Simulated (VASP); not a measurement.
Wanted: the native input for a VASP 6.6.1 run.

```yaml
Task: single point
Functional: PBE
Potentials_or_basis: VASP PAW PBE potentials, release 64 (Pb_d, Se)
Cutoff: 520 eV
k_mesh: 12 × 12 × 12
Occupations: gaussian, width 0.02 eV
Spin: no spin polarisation
Dipole_correction: no
Further_INCAR_settings: ALGO = Normal; EDIFF = 1e-07; NBANDS = 17
```

The structure of PbSe lies in POSCAR:

```
PbSe
1.0
   -2.1984369832      2.1984369832      3.1090826765
    2.1984369832     -2.1984369832      3.1090826765
    2.1984369832      2.1984369832     -3.1090826765
Pb Se
1 1
Direct
    0.1222157868      0.1222157868      0.0000000000
    0.6234356348      0.6234356348      0.0000000000
```

The input as run:

INCAR

```
SYSTEM = PbSe
PREC = Accurate
ENCUT = 520
EDIFF = 1E-7
ISMEAR = 0
SIGMA = 0.02
LREAL = .FALSE.
LASPH = .TRUE.
NELM = 60
ALGO = Normal
ISIF = 2
LWAVE = .FALSE.
LCHARG = .TRUE.
GGA = PE
LELF = .TRUE.
LVHAR = .TRUE.
NBANDS = 17
```

KPOINTS

```
Automatic mesh
0
G
  12 12 12
  0 0 0
```

Potentials or basis: VASP PAW PBE potentials, release 64 (Pb_d, Se).

Command:

```bash
$ cat potpaw_PBE.64/Pb_d/POTCAR potpaw_PBE.64/Se/POTCAR > POTCAR
$ mpirun -np 1 vasp_std > vasp.out
```

Results of the run:

| Item | Value |
| --- | --- |
| Pressure | 0.0 GPa |
| Band gap on the k mesh | 0.44 eV, direct |

Caveat: spin-orbit coupling is left out, which moves the levels of the heavy elements.

Run time: 2.3 min on 1 thread of Intel(R) Xeon(R) Platinum 8259CL CPU @ 2.50GHz (Skylake/Cascade Lake) (shared host), peak memory 0.33 GiB.
